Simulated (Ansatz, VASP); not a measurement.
## One calculation of LiBr, two programs

```
CELL_PARAMETERS angstrom
0.00000 2.74450 2.74450
2.74450 0.00000 2.74450
2.74450 2.74450 0.00000
ATOMIC_POSITIONS crystal
Li 0.00000 0.00000 0.00000
Br 0.50000 0.50000 0.50000
```

Alike in both runs: task electric field gradients; functional LDA; k mesh 8 × 8 × 8; occupations fermi-dirac, width 0.03 eV; no spin polarisation.

```csv
,VASP,Ansatz
version,VASP 6.6.1,Ansatz 0.2.0
potentials or method,"VASP PAW LDA potentials, release 64 (Li_sv, Br)","PAW with Ansatz's default frozen-core files, scalar-relativistic"
plane-wave cutoff (eV),650,420
valence electrons in the cell,10,10
```

```tsv
	VASP	Ansatz	Ansatz less VASP
gap on the k mesh at the Fermi level (eV)	4.69	4.67	-0.021
pressure (GPa)	-2.7	-2.7	+0.05
```

LDA's correlation is that of Perdew and Zunger in VASP and of Perdew and Wang (1992) in Ansatz.
